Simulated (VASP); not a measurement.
# Rb (Im-3m) in VASP: a series of runs

Aim: see how the results for Rb move with the level of theory and the settings. Levels: LDA, PBE. Tasks: single point.

All numbers are computed with VASP 6.6.1; they aren't measurements. Logs are shortened: lines on timing, memory, paths and dates and some standing lists are left out, and cuts for length are marked.

## Step 1: The cell of the first run

It takes space group Im-3m (No. 229, cubic). The conventional cell has a = 5.605 Å, b = 5.605 Å, c = 5.605 Å, α = 90.00°, β = 90.00°, γ = 90.00°.

## Step 2: Single point, LDA

Input file INCAR:

```
  PREC = Accurate
  ENCUT = 520
  EDIFF = 1E-7
  ISMEAR = -1
  SIGMA = 0.05
  LREAL = F
  LASPH = T
  NELM = 60
  ALGO = Fast
  ISIF = 2
  LWAVE = F
  LCHARG = T
  LELF = T
  LVHAR = T
  NBANDS = 10
```

Input file KPOINTS:

```
regular mesh
0
Gamma
  7 7 7
```

Input file POSCAR:

```
Rb
1.0
   -2.8025000000      2.8025000000      2.8025000000
    2.8025000000     -2.8025000000      2.8025000000
    2.8025000000      2.8025000000     -2.8025000000
Rb
1
Direct
    0.0000000000      0.0000000000      0.0000000000
```

Potentials or basis: VASP PAW LDA potentials, release 64 (Rb_sv).

Command:

```bash
> cat potpaw_LDA.64/Rb_sv/POTCAR > POTCAR
> mpirun -np 1 vasp_std > vasp.out
```

OUTCAR:

```text
PREC = Accurate
   ENCUT = 520
   EDIFF = 1E-7
   ISMEAR = -1
   LREAL = F
   LASPH = T
   NELM = 60
   ISIF = 2

 ion  position               nearest neighbor table
   1  0.000  0.000  0.000-

  LATTYP: Found a body centered cubic cell.
 ALAT       =     5.6050000000

  Lattice vectors:

 A1 = (  -2.8025000000,   2.8025000000,   2.8025000000)
 A2 = (   2.8025000000,  -2.8025000000,   2.8025000000)
 A3 = (   2.8025000000,   2.8025000000,  -2.8025000000)

Analysis of symmetry for initial positions (statically):
=====================================================================
 Subroutine PRICEL returns:
 Original cell was already a primitive cell.

 Routine SETGRP: Setting up the symmetry group for a
 body centered cubic supercell.

 Subroutine GETGRP returns: Found 48 space group operations
 (whereof 48 operations were pure point group operations)
 out of a pool of 48 trial point group operations.

The static configuration has the point symmetry O_h .

Analysis of symmetry for dynamics (positions and initial velocities):
=====================================================================
 Subroutine PRICEL returns:
 Original cell was already a primitive cell.

 Routine SETGRP: Setting up the symmetry group for a
 body centered cubic supercell.

 Subroutine GETGRP returns: Found 48 space group operations
 (whereof 48 operations were pure point group operations)
 out of a pool of 48 trial point group operations.

The dynamic configuration has the point symmetry O_h .

 Subroutine INISYM returns: Found 48 space group operations
 (whereof 48 operations are pure point group operations),
 and found     1 'primitive' translations

----------------------------------------------------------------------------------------

                                     Primitive cell

  volume of cell :      88.0434

  direct lattice vectors                    reciprocal lattice vectors
    -2.802500000  2.802500000  2.802500000     0.000000000  0.178412132  0.178412132
     2.802500000 -2.802500000  2.802500000     0.178412132  0.000000000  0.178412132
     2.802500000  2.802500000 -2.802500000     0.178412132  0.178412132  0.000000000

  length of vectors
     4.854072388  4.854072388  4.854072388     0.252312857  0.252312857  0.252312857
[... 74 lines left out ...]
   EDIFF  = 0.1E-06   stopping-criterion for ELM
   LREAL  =      F    real-space projection
   EDIFFG = 0.1E-05   stopping-criterion for IOM
   NSW    =      0    number of steps for IOM
   IBRION =     -1    ionic relax: 0-MD 1-quasi-New 2-CG
   NFREE  =      0    steps in history (QN), initial steepest desc. (CG)
   ISIF   =      2    stress and relaxation
   ISYM   =      2    0-nonsym 1-usesym 2-fastsym
   POTIM  = 0.5000    time-step for ionic-motion
   TEBEG  =    0.0;   TEEND  =   0.0 temperature during run
   PSTRESS=    0.0 pullay stress
   NELECT =       9.0000    total number of electrons
   NUPDOWN=      -1.0000    fix difference up-down
   EMIN   =  10.00;   EMAX   =-10.00  energy-range for DOS
   EFERMI =   0.00;   METHOD = LEGACY
   ISMEAR =    -1;   SIGMA  =   0.05  broadening in eV -4-tet -1-fermi 0-gaus
   EFERMI_NEDOS =   21; number of points for ismear=-14 and -15
   IALGO  =     68    algorithm
   IMIX   =      4    mixing-type and parameters
     AMIX     =   0.40;   BMIX     =  1.00
     AMIX_MAG =   1.60;   BMIX_MAG =  1.00
  volume/ion in A,a.u.               =      88.04       594.15
  Fermi-wavevector in a.u.,A,eV,Ry     =   0.765462  1.446513  7.972081  0.585931
  Thomas-Fermi vector in A             =   1.865587
   LORBIT       =      0    0 simple, 1 ext, 2 COOP (PROOUT), +10 PAW based schemes
   GGA     = CA    functional components
   LHFCALC =     F    Hartree Fock is set to
   AEXX    =    0.0000 exact exchange contribution
   IVDW    =     0    specifies the selected vdW correction
   LEPSILON=     F    determine dielectric tensor
   LRPA    =     F    only Hartree local field effects (RPA)
 non-spin polarized calculation
 RMM-DIIS sequential band-by-band and
  energy-cutoff  :      520.00
  volume of cell :       88.04
 maximum number of plane-waves:      2398
   NGX = 19   NGY = 19   NGZ = 19

 number of electron       9.0000000 magnetization

 Free energy of the ion-electron system (eV)
  ---------------------------------------------------
  ext. energy  EPLUGINS =         0.00000000
  ---------------------------------------------------
  free energy    TOTEN  =        -1.05317582 eV

  energy without entropy =       -1.04523281  energy(sigma->0) =       -1.04920431

 E-fermi :  -0.1436     XC(G=0):  -5.7624

 val. band max:       -0.1875875029   @ k =  -0.2857   0.4286   0.1429
 cond. band min:      -0.0391750716   @ k =  -0.4286   0.4286   0.1429
 fundamental gap:      0.1484124312
 Fermi energy:        -0.1436424209

 k-point     1 :       0.0000    0.0000    0.0000
  band No.  band energies     occupation
      1     -28.9155      2.00000
      2     -13.0124      2.00000
      3     -13.0124      2.00000
      4     -13.0124      2.00000
      5      -2.1638      2.00000
      6       3.4718      0.00000
      7       3.4718      0.00000
      8       3.4718      0.00000
      9       4.4677      0.00000
     10       4.4677      0.00000
[... 235 lines left out ...]
 k-point    20 :      -0.4286    0.4286    0.4286
  band No.  band energies     occupation
      1     -28.9068      2.00000
      2     -13.0911      2.00000
      3     -13.0875      2.00000
      4     -13.0875      2.00000
      5       0.9666      0.00000
      6       1.2105      0.00000
      7       2.9544      0.00000
      8       3.1177      0.00000
      9       3.1177      0.00000
     10       5.2429      0.00000

------------------------ aborting loop because EDIFF is reached ----------------------------------------

  FORCE on cell =-STRESS in cart. coord.  units (eV):
  Direction    XX          YY          ZZ          XY          YZ          ZX
  --------------------------------------------------------------------------------------
  -------------------------------------------------------------------------------------
  Total       -0.2002530     -0.2002530     -0.2002530     -0.0000000     -0.0000000      0.0000000
  in kB       -3.6441202     -3.6441202     -3.6441202     -0.0000000     -0.0000000      0.0000000
  external PRESSURE =      -3.6441202 kB  Pullay stress =       0.0000000 kB

 VOLUME and BASIS-vectors are now :
 -----------------------------------------------------------------------------
  energy-cutoff  :      520.00
  volume of cell :       88.04
      direct lattice vectors                 reciprocal lattice vectors
    -2.802500000  2.802500000  2.802500000     0.000000000  0.178412132  0.178412132
     2.802500000 -2.802500000  2.802500000     0.178412132  0.000000000  0.178412132
     2.802500000  2.802500000 -2.802500000     0.178412132  0.178412132  0.000000000

 POSITION                                       TOTAL-FORCE (eV/Angst)
 -----------------------------------------------------------------------------------
      0.00000      0.00000      0.00000        -0.000000     -0.000000      0.000000
 -----------------------------------------------------------------------------------
    total drift:                               -0.000000      0.000000      0.000000

  FREE ENERGIE OF THE ION-ELECTRON SYSTEM (eV)
  ---------------------------------------------------
  free  energy   TOTEN  =        -1.0531758184 eV

  energy  without entropy=       -1.0452328101  energy(sigma->0) =       -1.04920431
```

stdout:

```text
POSCAR found type information on POSCAR Rb
 POSCAR found :  1 types and       1 ions
 scaLAPACK will be used
 LDA part: xc-table for (Slater(with rela. corr.)+CA(PZ))
 , standard interpolation
 POSCAR, INCAR and KPOINTS ok, starting setup
 FFT: planning ... GRIDC
 FFT: planning ... GRID_SOFT
 FFT: planning ... GRID
 WAVECAR not read
 entering main loop
```

Run time: 16 s. Hardware: 1 thread of Intel Xeon Platinum 8375C at 2.90GHz (Ice Lake), shared host; peak memory 0.16 GiB.

What came out:

```
Free energy : -1.0532 eV
Pressure    : -0.4 GPa
```

## Step 3: Single point, PBE

This run uses another cell than the first one, of 89.80 Å³/atom, 1.020 times its volume.

Input file INCAR:

```
ALGO     = Normal         # electronic algorithm
EDIFF    = 1E-6           # SCF threshold, eV
ENCUT    = 520            # plane-wave cutoff, eV
GGA      = PE             # functional
ISIF     = 2              # what is computed and relaxed
ISMEAR   = -1             # smearing method
LASPH    = T              # aspherical terms in the spheres
LCHARG   = F              # write CHGCAR
LREAL    = F              # projectors in reciprocal space
LWAVE    = F              # write WAVECAR
NBANDS   = 10             # bands
NELM     = 80             # most SCF steps
PREC     = Accurate       # precision mode
SIGMA    = 0.05           # smearing width, eV
```

Input file KPOINTS:

```
k-points
0
Gamma
  7 7 7
```

Input file POSCAR:

```
Rb
1.0
   -2.8210601435      2.8210601435      2.8210601435
    2.8210601435     -2.8210601435      2.8210601435
    2.8210601435      2.8210601435     -2.8210601435
Rb
1
Direct
    0.0000000000      0.0000000000      0.0000000000
```

Potentials or basis: VASP PAW PBE potentials, release 64 (Rb_sv).

Command:

```bash
> cat potpaw_PBE.64/Rb_sv/POTCAR > POTCAR
> mpirun -np 1 vasp_std > vasp.out
```

OUTCAR:

```text
EDIFF = 1E-6
   ENCUT = 520
   GGA = PE
   ISIF = 2
   ISMEAR = -1
   LASPH = T
   LREAL = F
   NELM = 80
   PREC = Accurate

 ion  position               nearest neighbor table
   1  0.000  0.000  0.000-

  LATTYP: Found a body centered cubic cell.
 ALAT       =     5.6421202870

  Lattice vectors:

 A1 = (  -2.8210601435,   2.8210601435,   2.8210601435)
 A2 = (   2.8210601435,  -2.8210601435,   2.8210601435)
 A3 = (   2.8210601435,   2.8210601435,  -2.8210601435)

Analysis of symmetry for initial positions (statically):
=====================================================================
 Subroutine PRICEL returns:
 Original cell was already a primitive cell.

 Routine SETGRP: Setting up the symmetry group for a
 body centered cubic supercell.

 Subroutine GETGRP returns: Found 48 space group operations
 (whereof 48 operations were pure point group operations)
 out of a pool of 48 trial point group operations.

The static configuration has the point symmetry O_h .

Analysis of symmetry for dynamics (positions and initial velocities):
[... 157 lines left out ...]

 k-point     1 :       0.0000    0.0000    0.0000
  band No.  band energies     occupation
      1     -28.8546      2.00000
      2     -12.8954      2.00000
      3     -12.8954      2.00000
      4     -12.8954      2.00000
      5      -1.9478      2.00000
      6       3.7334      0.00000
      7       3.7334      0.00000
      8       3.7334      0.00000
      9       4.6746      0.00000
     10       4.6746      0.00000
[... 235 lines left out ...]
 k-point    20 :      -0.4286    0.4286    0.4286
  band No.  band energies     occupation
      1     -28.8469      2.00000
      2     -12.9666      2.00000
      3     -12.9633      2.00000
      4     -12.9633      2.00000
      5       1.1254      0.00000
      6       1.3802      0.00000
      7       3.1391      0.00000
      8       3.2624      0.00000
      9       3.2624      0.00000
     10       5.4733      0.00000

------------------------ aborting loop because EDIFF is reached ----------------------------------------

  FORCE on cell =-STRESS in cart. coord.  units (eV):
  Direction    XX          YY          ZZ          XY          YZ          ZX
  --------------------------------------------------------------------------------------
  -------------------------------------------------------------------------------------
  Total        0.0193621      0.0193621      0.0193621      0.0000000     -0.0000000      0.0000000
  in kB        0.3454350      0.3454350      0.3454350      0.0000000     -0.0000000      0.0000000
  external PRESSURE =       0.3454350 kB  Pullay stress =       0.0000000 kB

 VOLUME and BASIS-vectors are now :
 -----------------------------------------------------------------------------
  energy-cutoff  :      520.00
  volume of cell :       89.80
      direct lattice vectors                 reciprocal lattice vectors
    -2.821060144  2.821060144  2.821060144     0.000000000  0.177238334  0.177238334
     2.821060144 -2.821060144  2.821060144     0.177238334  0.000000000  0.177238334
     2.821060144  2.821060144 -2.821060144     0.177238334  0.177238334  0.000000000

 POSITION                                       TOTAL-FORCE (eV/Angst)
 -----------------------------------------------------------------------------------
      0.00000      0.00000      0.00000         0.000000      0.000000      0.000000
 -----------------------------------------------------------------------------------
    total drift:                               -0.000000      0.000000      0.000000

  FREE ENERGIE OF THE ION-ELECTRON SYSTEM (eV)
  ---------------------------------------------------
  free  energy   TOTEN  =        -0.9419224236 eV

  energy  without entropy=       -0.9339988230  energy(sigma->0) =       -0.93796062
```

OSZICAR:

```text
N       E                     dE             d eps       ncg     rms          rms(c)
DAV:   1     0.442934155867E+02    0.44293E+02   -0.33082E+03   400   0.647E+02
DAV:   2     0.180580408582E+01   -0.42488E+02   -0.41475E+02   456   0.127E+02
DAV:   3    -0.845234538112E+00   -0.26510E+01   -0.26460E+01   512   0.326E+01
DAV:   4    -0.939743131308E+00   -0.94509E-01   -0.94049E-01   592   0.569E+00
DAV:   5    -0.940434153522E+00   -0.69102E-03   -0.69085E-03   524   0.483E-01    0.124E+00
DAV:   6    -0.940909171127E+00   -0.47502E-03   -0.18283E-03   550   0.240E-01    0.747E-01
DAV:   7    -0.941800542630E+00   -0.89137E-03   -0.32463E-03   478   0.325E-01    0.462E-02
DAV:   8    -0.941913124871E+00   -0.11258E-03   -0.13469E-04   458   0.946E-02    0.149E-02
DAV:   9    -0.941922749244E+00   -0.96244E-05   -0.93136E-06   522   0.229E-02    0.484E-03
DAV:  10    -0.941922423607E+00    0.32564E-06   -0.30164E-06   480   0.954E-03
   1 F= -.94192242E+00 E0= -.93796062E+00  d E =-.792360E-02
```

It took 12 s on 1 thread of Intel Xeon Platinum 8375C at 2.90GHz (Ice Lake), shared host; peak memory 0.2 GiB.

Results:

* Free energy: -0.9419 eV
* Pressure: 0.0 GPa

Levels at points of the mesh, in eV from the Fermi level:
```
           k point  band 3  band 4  band 5  band 6  band 7  band 8
(0.00, 0.00, 0.00)  -12.93  -12.93   -1.98    3.70    3.70    3.70
```

## Step 4: Single point, LDA

This run uses another cell than the first one, of 91.57 Å³/atom, 1.040 times its volume.

Input file INCAR:

```
SYSTEM = Rb
PREC     = Accurate       ! precision mode
ENCUT    = 520            ! plane-wave cutoff, eV
EDIFF    = 1E-6           ! SCF threshold, eV
ISMEAR   = -1             ! smearing method
SIGMA    = 0.05           ! smearing width, eV
LREAL    = .FALSE.        ! projectors in reciprocal space
LASPH    = .TRUE.         ! aspherical terms in the spheres
NELM     = 60             ! most SCF steps
ALGO     = Fast           ! electronic algorithm
ISIF     = 2              ! what is computed and relaxed
LWAVE    = .FALSE.        ! write WAVECAR
LCHARG   = .FALSE.        ! write CHGCAR
GGA      = CA             ! functional
NBANDS   = 10             ! bands
```

Input file KPOINTS:

```
Automatic mesh
0
G
  7 7 7
  0 0 0
```

Input file POSCAR:

```
Rb
1.0
   -2.8393792292      2.8393792292      2.8393792292
    2.8393792292     -2.8393792292      2.8393792292
    2.8393792292      2.8393792292     -2.8393792292
Rb
1
Direct
    0.0000000000      0.0000000000      0.0000000000
```

Potentials or basis: VASP PAW LDA potentials, release 64 (Rb_sv).

Command:

```bash
> cat potpaw_LDA.64/Rb_sv/POTCAR > POTCAR
> mpirun -np 1 vasp_std > vasp.out
```

Run time: 18 s. Hardware: 1 thread of Intel Xeon Platinum 8375C at 2.90GHz (Ice Lake), shared host; peak memory 0.19 GiB.

Results (log left out):

* Free energy: -1.0443 eV
* Pressure: -0.4 GPa

Levels at points of the mesh, in eV from the Fermi level:
| k point | band 2 | band 3 | band 4 | band 5 | band 6 | band 7 | band 8 | band 9 |
| --- | --- | --- | --- | --- | --- | --- | --- | --- |
| (0.00, 0.00, 0.00) | -12.90 | -12.90 | -12.90 | -1.97 | 3.58 | 3.58 | 3.58 | 4.55 |

## Step 5: Single point, LDA

This run uses another cell than the first one, of 93.33 Å³/atom, 1.060 times its volume.

Input file INCAR:

```
ALGO = Fast
EDIFF = 1E-6
ENCUT = 520
ISIF = 2
ISMEAR = -1
LASPH = True
LCHARG = False
LREAL = False
LWAVE = False
NBANDS = 10
NELM = 80
PREC = Accurate
SIGMA = 0.05
```

Input file KPOINTS:

```
k-points
0
Gamma
  7 7 7
```

Input file POSCAR:

```
Rb
1.0
   -2.8574649348      2.8574649348      2.8574649348
    2.8574649348     -2.8574649348      2.8574649348
    2.8574649348      2.8574649348     -2.8574649348
Rb
1
Direct
    0.0000000000      0.0000000000      0.0000000000
```

Potentials or basis: VASP PAW LDA potentials, release 64 (Rb_sv).

Command:

```bash
> cat potpaw_LDA.64/Rb_sv/POTCAR > POTCAR
> mpirun -np 1 vasp_std > vasp.out
```

OUTCAR:

```text
EDIFF = 1E-6
   ENCUT = 520
   ISIF = 2
   ISMEAR = -1
   LASPH = True
   LREAL = False
   NELM = 80
   PREC = Accurate

 ion  position               nearest neighbor table
   1  0.000  0.000  0.000-

  LATTYP: Found a body centered cubic cell.
 ALAT       =     5.7149298696

  Lattice vectors:

 A1 = (  -2.8574649348,   2.8574649348,   2.8574649348)
 A2 = (   2.8574649348,  -2.8574649348,   2.8574649348)
[... 433 lines left out ...]
      8       2.8614      0.00000
      9       2.8614      0.00000
     10       4.8384      0.00000

------------------------ aborting loop because EDIFF is reached ----------------------------------------

  FORCE on cell =-STRESS in cart. coord.  units (eV):
  Direction    XX          YY          ZZ          XY          YZ          ZX
  --------------------------------------------------------------------------------------
  -------------------------------------------------------------------------------------
  Total       -0.2754749     -0.2754749     -0.2754749      0.0000000     -0.0000000      0.0000000
  in kB       -4.7292243     -4.7292243     -4.7292243      0.0000000     -0.0000000      0.0000000
  external PRESSURE =      -4.7292243 kB  Pullay stress =       0.0000000 kB

 VOLUME and BASIS-vectors are now :
 -----------------------------------------------------------------------------
  energy-cutoff  :      520.00
  volume of cell :       93.33
      direct lattice vectors                 reciprocal lattice vectors
    -2.857464935  2.857464935  2.857464935     0.000000000  0.174980275  0.174980275
     2.857464935 -2.857464935  2.857464935     0.174980275  0.000000000  0.174980275
     2.857464935  2.857464935 -2.857464935     0.174980275  0.174980275  0.000000000

 POSITION                                       TOTAL-FORCE (eV/Angst)
 -----------------------------------------------------------------------------------
      0.00000      0.00000      0.00000        -0.000000      0.000000     -0.000000
 -----------------------------------------------------------------------------------
    total drift:                               -0.000000      0.000000     -0.000000

  FREE ENERGIE OF THE ION-ELECTRON SYSTEM (eV)
  ---------------------------------------------------
  free  energy   TOTEN  =        -1.0393407338 eV

  energy  without entropy=       -1.0312568235  energy(sigma->0) =       -1.03529878
```

It took 20 s on 1 thread of Intel Xeon Platinum 8375C at 2.90GHz (Ice Lake), shared host; peak memory 0.19 GiB.

Results:

```yaml
Free_energy: -1.0393 eV
Pressure: -0.5 GPa
```

## Step 6: The runs side by side

```csv
level,potentials or basis,cell,gap on the mesh (eV),pressure (GPa)
LDA,"VASP PAW LDA potentials, release 64 (Rb_sv)","a = 4.854 Å, angles 109.5°, 1 atom",none,-0.4
PBE,"VASP PAW PBE potentials, release 64 (Rb_sv)","a = 4.886 Å, angles 109.5°, 1 atom",none,0.0
LDA,"VASP PAW LDA potentials, release 64 (Rb_sv)","a = 4.918 Å, angles 109.5°, 1 atom",none,-0.4
LDA,"VASP PAW LDA potentials, release 64 (Rb_sv)","a = 4.949 Å, angles 109.5°, 1 atom",none,-0.5
```

Alike in all rows: task single point; no spin polarisation; k mesh 7 × 7 × 7; cutoff (eV) 520; smearing fermi-dirac 0.05 eV.

Absolute energies hang on the potentials; compare differences alone.
